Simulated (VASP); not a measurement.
# BN (kl) (P6_3/mmc) in VASP: a series of runs

Runs on BN (kl). Level: LDA. Tasks: single point.

All numbers are computed with VASP 6.6.1; they aren't measurements. Logs are shortened: lines on timing, memory, paths and dates and some standing lists are left out, and cuts for length are marked.

### 1 The cell of the first run

Symmetry: P6_3/mmc, No. 194, hexagonal system. The conventional cell has a = 2.540 Å, b = 2.540 Å, c = 6.598 Å, α = 90.00°, β = 90.00°, γ = 120.00°. Within 2.0 Å of B (site symmetry -6m2) lie 3 N at 1.47 Å. Within 2.0 Å of N (site symmetry -6m2) lie 3 B at 1.47 Å.

### 2 Single point, LDA

Input file INCAR:

```
SYSTEM = BN
ALGO = Normal
EDIFF = 1E-6
ENCUT = 600
GGA_COMPAT = .FALSE.
ISIF = 2
ISMEAR = 0
LASPH = .TRUE.
LCHARG = .TRUE.
LELF = .TRUE.
LREAL = .FALSE.
LVHAR = .TRUE.
LWAVE = .FALSE.
NBANDS = 16
NELM = 120
PREC = Accurate
SIGMA = 0.1
```

Input file KPOINTS:

```
k-points
0
G
  9 9 4
  0 0 0
```

Input file POSCAR:

```
BN
1.0
    2.5400000000      0.0000000000      0.0000000000
   -1.2700000000      2.1997045300      0.0000000000
    0.0000000000      0.0000000000      6.5980000000
B N
2 2
Direct
    0.3333333300      0.6666666700      0.2500000000
    0.6666666700      0.3333333300      0.7500000000
    0.3333333300      0.6666666700      0.7500000000
    0.6666666700      0.3333333300      0.2500000000
```

Potentials or basis: VASP PAW LDA potentials, release 64 (B, N).

Started as:

```bash
$ cat potpaw_LDA.64/B/POTCAR potpaw_LDA.64/N/POTCAR > POTCAR
$ mpirun -np 1 vasp_std > vasp.out
```

OUTCAR:

```text
SYSTEM = BN
   EDIFF = 1E-6
   ENCUT = 600
   ISIF = 2
   ISMEAR = 0
   LASPH = .TRUE.
   LREAL = .FALSE.
   NELM = 120
   PREC = Accurate

 ion  position               nearest neighbor table
   1  0.333  0.667  0.250-   4 1.47   4 1.47   4 1.47
   2  0.667  0.333  0.750-   3 1.47   3 1.47   3 1.47
   3  0.333  0.667  0.750-   2 1.47   2 1.47   2 1.47
   4  0.667  0.333  0.250-   1 1.47   1 1.47   1 1.47

  LATTYP: Found a hexagonal cell.
 ALAT       =     2.5400000000
 C/A-ratio  =     2.5976377953

  Lattice vectors:

 A1 = (   2.5400000000,   0.0000000000,   0.0000000000)
 A2 = (  -1.2700000000,   2.1997045300,   0.0000000000)
 A3 = (   0.0000000000,   0.0000000000,   6.5980000000)

Analysis of symmetry for initial positions (statically):
=====================================================================
 Subroutine PRICEL returns:
 Original cell was already a primitive cell.

 Routine SETGRP: Setting up the symmetry group for a
 hexagonal supercell.

 Subroutine GETGRP returns: Found 24 space group operations
 (whereof 12 operations were pure point group operations)
 out of a pool of 24 trial point group operations.

The static configuration has the point symmetry D_3d.
 The point group associated with its full space group is D_6h.

Analysis of symmetry for dynamics (positions and initial velocities):
=====================================================================
 Subroutine PRICEL returns:
 Original cell was already a primitive cell.

 Routine SETGRP: Setting up the symmetry group for a
 hexagonal supercell.

 Subroutine GETGRP returns: Found 24 space group operations
 (whereof 12 operations were pure point group operations)
 out of a pool of 24 trial point group operations.

The dynamic configuration has the point symmetry D_3d.
 The point group associated with its full space group is D_6h.

 Subroutine INISYM returns: Found 24 space group operations
 (whereof 12 operations are pure point group operations),
 and found     1 'primitive' translations

----------------------------------------------------------------------------------------

                                     Primitive cell

  volume of cell :      36.8647

  direct lattice vectors                    reciprocal lattice vectors
     2.540000000  0.000000000  0.000000000     0.393700787  0.227303255  0.000000000
    -1.270000000  2.199704530  0.000000000     0.000000000  0.454606510  0.000000000
     0.000000000  0.000000000  6.598000000     0.000000000  0.000000000  0.151561079

  length of vectors
     2.540000000  2.540000004  6.598000000     0.454606511  0.454606510  0.151561079

  position of ions in fractional coordinates (direct lattice)
     0.333333330  0.666666670  0.250000000
     0.666666670  0.333333330  0.750000000
     0.333333330  0.666666670  0.750000000
     0.666666670  0.333333330  0.250000000

  ion indices of the primitive-cell ions
   primitive index   ion index
                 1           1
                 2           2
                 3           3
                 4           4

----------------------------------------------------------------------------------------

 KPOINTS: k-points

Automatic generation of k-mesh.
 Grid dimensions read from file:
 generate k-points for:    9    9    4

 Generating k-lattice:

  Cartesian coordinates                     Fractional coordinates (reciprocal lattice)
     0.043744532  0.025255917  0.000000000     0.111111111  0.000000000  0.000000000
     0.000000000  0.050511834  0.000000000     0.000000000  0.111111111  0.000000000
     0.000000000  0.000000000  0.037890270     0.000000000  0.000000000  0.250000000

  Length of vectors
     0.050511835  0.050511834  0.037890270

  Shift w.r.t. Gamma in fractional coordinates (k-lattice)
     0.000000000  0.000000000  0.000000000

 Subroutine IBZKPT returns following result:
 ===========================================

 Found     36 irreducible k-points:

 Following reciprocal coordinates:
            Coordinates               Weight
  0.000000  0.000000  0.000000      1.000000
  0.111111  0.000000  0.000000      6.000000
  0.222222 -0.000000  0.000000      6.000000
  0.333333  0.000000  0.000000      6.000000
  0.444444 -0.000000  0.000000      6.000000
  0.111111  0.111111  0.000000      6.000000
[... 16 lines left out ...]
  0.333333  0.222222  0.250000     24.000000
  0.333333  0.333333  0.250000      4.000000
 [... further k-points ...]
   k-points           NKPTS =     36   k-points in BZ     NKDIM =     36   number of bands    NBANDS=     16
   number of dos      NEDOS =    301   number of ions     NIONS =      4
   total plane-waves  NPLWV =  21600
   dimension x,y,z NGX =    20 NGY =   20 NGZ =   54
   dimension x,y,z NGXF=    40 NGYF=   40 NGZF=  108
   ions per type =               2   2
   NGX,Y,Z   is equivalent  to a cutoff of  13.09, 13.09, 13.61 a.u.
   NGXF,Y,Z  is equivalent  to a cutoff of  26.18, 26.18, 27.21 a.u.
 SYSTEM =  BN
   PREC   = accura    normal or accurate (medium, high low for compatibility)
   ISTART =      0    job   : 0-new  1-cont  2-samecut
   ICHARG =      2    charge: 1-file 2-atom 10-const
   ISPIN  =      1    spin polarized calculation?
   LNONCOLLINEAR =      F non collinear calculations
   LSORBIT =      F    spin-orbit coupling
   LASPH  =      T    aspherical Exc in radial PAW
   ENCUT  =  600.0 eV  44.10 Ry    6.64 a.u.   5.07  5.07 13.18*2*pi/ulx,y,z
   NELM   =    120;   NELMIN=  2; NELMDL= -5     # of ELM steps
   EDIFF  = 0.1E-05   stopping-criterion for ELM
   LREAL  =      F    real-space projection
   EDIFFG = 0.1E-04   stopping-criterion for IOM
   NSW    =      0    number of steps for IOM
   IBRION =     -1    ionic relax: 0-MD 1-quasi-New 2-CG
   NFREE  =      0    steps in history (QN), initial steepest desc. (CG)
   ISIF   =      2    stress and relaxation
   ISYM   =      2    0-nonsym 1-usesym 2-fastsym
   POTIM  = 0.5000    time-step for ionic-motion
   TEBEG  =    0.0;   TEEND  =   0.0 temperature during run
   PSTRESS=    0.0 pullay stress
   NELECT =      16.0000    total number of electrons
   NUPDOWN=      -1.0000    fix difference up-down
   EMIN   =  10.00;   EMAX   =-10.00  energy-range for DOS
   EFERMI =   0.00;   METHOD = LEGACY
   ISMEAR =     0;   SIGMA  =   0.10  broadening in eV -4-tet -1-fermi 0-gaus
   EFERMI_NEDOS =   21; number of points for ismear=-14 and -15
   IALGO  =     38    algorithm
   IMIX   =      4    mixing-type and parameters
     AMIX     =   0.40;   BMIX     =  1.00
     AMIX_MAG =   1.60;   BMIX_MAG =  1.00
  volume/ion in A,a.u.               =       9.22        62.19
  Fermi-wavevector in a.u.,A,eV,Ry     =   1.239495  2.342305 20.903274  1.536347
  Thomas-Fermi vector in A             =   2.373976
   LORBIT       =      0    0 simple, 1 ext, 2 COOP (PROOUT), +10 PAW based schemes
   GGA     = CA    functional components
   LHFCALC =     F    Hartree Fock is set to
   AEXX    =    0.0000 exact exchange contribution
   IVDW    =     0    specifies the selected vdW correction
   LEPSILON=     F    determine dielectric tensor
   LRPA    =     F    only Hartree local field effects (RPA)
 non-spin polarized calculation
 Gauss-broadening in eV      SIGMA  =   0.10
  energy-cutoff  :      600.00
  volume of cell :       36.86
 maximum number of plane-waves:      1250
   NGX = 11   NGY = 11   NGZ = 27

 number of electron      16.0000002 magnetization

 Free energy of the ion-electron system (eV)
  ---------------------------------------------------
  ext. energy  EPLUGINS =         0.00000000
  ---------------------------------------------------
  free energy    TOTEN  =       -38.49319124 eV

  energy without entropy =      -38.49319124  energy(sigma->0) =      -38.49319124

 E-fermi :   2.4669     XC(G=0): -10.4704

 val. band max:        2.0124554092   @ k =   0.3333   0.3333   0.5000
 cond. band min:       6.1375420708   @ k =   0.4444   0.1111   0.0000
 fundamental gap:      4.1250866616
 Fermi energy:         2.4668580690

 k-point     1 :       0.0000    0.0000    0.0000
  band No.  band energies     occupation
      1     -15.3335      2.00000
      2     -14.9986      2.00000
      3      -4.1383      2.00000
      4      -1.8246      2.00000
      5       0.6252      2.00000
      6       0.6252      2.00000
[... 8 lines left out ...]
     15      13.6664      0.00000
     16      14.3797      0.00000

 k-point     2 :       0.1111    0.0000    0.0000
  band No.  band energies     occupation
      1     -15.0994      2.00000
      2     -14.7736      2.00000
      3      -3.8157      2.00000
      4      -1.5392      2.00000
      5      -0.2998      2.00000
      6      -0.2603      2.00000
[... 8 lines left out ...]
     15      14.2068      0.00000
     16      14.4833      0.00000

 k-point     3 :       0.2222   -0.0000    0.0000
  band No.  band energies     occupation
      1     -14.4210      2.00000
      2     -14.1242      2.00000
      3      -2.8702      2.00000
      4      -2.4237      2.00000
      5      -2.3602      2.00000
      6      -0.7182      2.00000
[... 8 lines left out ...]
     15      16.5859      0.00000
     16      16.7111      0.00000

 k-point     4 :       0.3333    0.0000    0.0000
  band No.  band energies     occupation
      1     -13.4031      2.00000
      2     -13.1626      2.00000
      3      -4.7504      2.00000
      4      -4.6556      2.00000
      5      -1.5474      2.00000
      6      -1.4758      2.00000
[... 8 lines left out ...]
     15      17.0494      0.00000
     16      19.7485      0.00000
[... 324 lines left out ...]
 k-point    22 :       0.2222    0.2222    0.2500
  band No.  band energies     occupation
      1     -12.8236      2.00000
      2     -12.6780      2.00000
      3      -4.8863      2.00000
      4      -4.8793      2.00000
      5      -3.1536      2.00000
      6      -3.1087      2.00000
[... 8 lines left out ...]
     15      15.8799      0.00000
     16      17.1994      0.00000

 k-point    23 :       0.3333    0.2222    0.2500
  band No.  band energies     occupation
      1     -11.9707      2.00000
      2     -11.8996      2.00000
      3      -5.9684      2.00000
      4      -5.9020      2.00000
      5      -3.9916      2.00000
      6      -3.9354      2.00000
[... 8 lines left out ...]
     15      16.9741      0.00000
     16      18.4202      0.00000

 k-point    24 :       0.3333    0.3333    0.2500
  band No.  band energies     occupation
      1     -11.6138      2.00000
      2     -11.6138      2.00000
      3      -5.7630      2.00000
      4      -5.6315      2.00000
      5      -4.9872      2.00000
      6      -4.9872      2.00000
[... 8 lines left out ...]
     15      18.7931      0.00000
     16      19.2540      0.00000

 [... further k-points ...]

------------------------ aborting loop because EDIFF is reached ----------------------------------------

  FORCE on cell =-STRESS in cart. coord.  units (eV):
  Direction    XX          YY          ZZ          XY          YZ          ZX
  --------------------------------------------------------------------------------------
  -------------------------------------------------------------------------------------
  Total       -4.6845383     -4.6845383     -0.1696115      0.0000000      0.0000000      0.0000000
  in kB     -203.5949479   -203.5949487     -7.3714955      0.0000000      0.0000000      0.0000000
  external PRESSURE =    -138.1871307 kB  Pullay stress =       0.0000000 kB

 VOLUME and BASIS-vectors are now :
 -----------------------------------------------------------------------------
  energy-cutoff  :      600.00
  volume of cell :       36.86
      direct lattice vectors                 reciprocal lattice vectors
     2.540000000  0.000000000  0.000000000     0.393700787  0.227303255  0.000000000
    -1.270000000  2.199704530  0.000000000     0.000000000  0.454606510  0.000000000
     0.000000000  0.000000000  6.598000000     0.000000000  0.000000000  0.151561079

 POSITION                                       TOTAL-FORCE (eV/Angst)
 -----------------------------------------------------------------------------------
     -0.00000      1.46647      1.64950        -0.000000      0.000000      0.000000
      1.27000      0.73323      4.94850        -0.000000      0.000000      0.000000
     -0.00000      1.46647      4.94850         0.000000     -0.000000      0.000000
      1.27000      0.73323      1.64950        -0.000000      0.000000      0.000000
 -----------------------------------------------------------------------------------
    total drift:                               -0.000002      0.000001      0.000000

  FREE ENERGIE OF THE ION-ELECTRON SYSTEM (eV)
  ---------------------------------------------------
  free  energy   TOTEN  =       -38.4931912417 eV

  energy  without entropy=      -38.4931912417  energy(sigma->0) =      -38.49319124
```

Wall time 27 s (1 thread of Intel Xeon Platinum 8488C (Sapphire Rapids), shared host); peak memory 0.14 GiB.

What came out:

```
Free energy            : -38.4932 eV
Pressure               : -13.8 GPa
Band gap on the k mesh : 4.12 eV, indirect (least direct gap 4.37 eV)
```

### 3 Single point, LDA

This run uses another cell than the first one, of 8.71 Å³/atom, 0.945 times its volume.

INCAR, as its differences from that of step 2:

```diff
@@ -16,2 +16,2 @@
 PREC = Accurate
-SIGMA = 0.1
+SIGMA = 0.02
```

Input file KPOINTS:

```
k-points
0
G
  12 12 4
  0 0 0
```

Input file POSCAR:

```
BN
1.0
    2.4883253676      0.0000000000      0.0000000000
   -1.2441626838      2.1549529812      0.0000000000
    0.0000000000      0.0000000000      6.4943347756
B N
2 2
Direct
    0.3333333333      0.6666666667      0.2500000000
    0.6666666667      0.3333333333      0.7500000000
    0.3333333333      0.6666666667      0.7500000000
    0.6666666667      0.3333333333      0.2500000000
```

Potentials or basis: VASP PAW LDA potentials, release 64 (B, N).

Started as:

```bash
$ cat potpaw_LDA.64/B/POTCAR potpaw_LDA.64/N/POTCAR > POTCAR
$ mpirun -np 1 vasp_std > vasp.out
```

Wall time 34 s (1 thread of Intel Xeon Platinum 8488C (Sapphire Rapids), shared host); peak memory 0.15 GiB.

The run converged. Its results:

```yaml
Free_energy: -38.5851 eV
Pressure: 0.5 GPa
Band_gap_on_the_k_mesh: 4.05 eV, indirect (least direct gap 4.47 eV)
```

Stress tensor (GPa, compression positive):
```
 0.84  0.00  0.00
 0.00  0.84  0.00
 0.00  0.00 -0.27
```

Levels at points of the mesh, in eV from the valence-band top:
| k point | band 4 | band 5 | band 6 | band 7 | band 8 | band 9 | band 10 | band 11 | band 12 | band 13 |
| --- | --- | --- | --- | --- | --- | --- | --- | --- | --- | --- |
| (0.00, 0.00, 0.00) | -4.10 | -1.34 | -1.34 | -1.29 | -1.29 | 5.07 | 10.36 | 11.56 | 11.56 | 11.71 |
| (0.50, 0.00, 0.00) | -8.89 | -4.21 | -4.13 | -1.59 | -0.42 | 4.05 | 5.65 | 9.64 | 10.11 | 12.45 |
| (0.00, 0.00, 0.50) | -5.47 | -1.32 | -1.32 | -1.32 | -1.32 | 7.64 | 7.64 | 11.63 | 11.63 | 11.63 |
| (0.50, 0.00, 0.50) | -8.93 | -4.17 | -4.17 | -0.98 | -0.98 | 4.57 | 4.57 | 10.10 | 10.10 | 13.40 |

A k mesh can miss the band edges.
